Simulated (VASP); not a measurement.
Ge3Pd:

```
Pd Ge
1.0
     4.11422    0.00000    0.00000
     0.00000    4.11422    0.00000
     0.00000    0.00000    4.11422
Pd Ge
1 3
Direct
  0.00000 0.00000 0.00000
  0.50000 0.50000 0.00000
  0.50000 0.00000 0.50000
  0.00000 0.50000 0.50000
```

Base run:

- Program: VASP 6.6.1
- Functional: PBEsol
- Potentials or basis: VASP PAW PBE potentials, release 64 (Pd, Ge_d)
- Cutoff: 520 eV
- k mesh: 7 × 7 × 7
- Occupations: fermi-dirac, width 0.05 eV
- Spin: no spin polarisation

Its results: band gap on the k mesh zero (band 26 reaches 7.81 eV, above the bottom of band 27 at 6.21 eV); pressure -2.9 GPa.

Problem. After a change of settings the same cell gave: band gap on the k mesh zero (band 26 reaches 7.93 eV, above the bottom of band 27 at 6.21 eV); pressure -1.1 GPa. Which change was it?
A. functional from PBEsol to LDA; potentials or basis from VASP PAW PBE potentials, release 64 (Pd, Ge_d) to VASP PAW LDA potentials, release 64 (Pd, Ge_d)
B. functional from PBEsol to PBE; further incar settings from ALGO = Normal; EDIFF = 1e-06; NBANDS = 34 to ALGO = Normal; EDIFF = 1e-07; NBANDS = 34
C. functional from PBEsol to r2SCAN

Solution. C.

Caveats: the PAW data sets were made with another functional, which shifts forces and pressure a little.
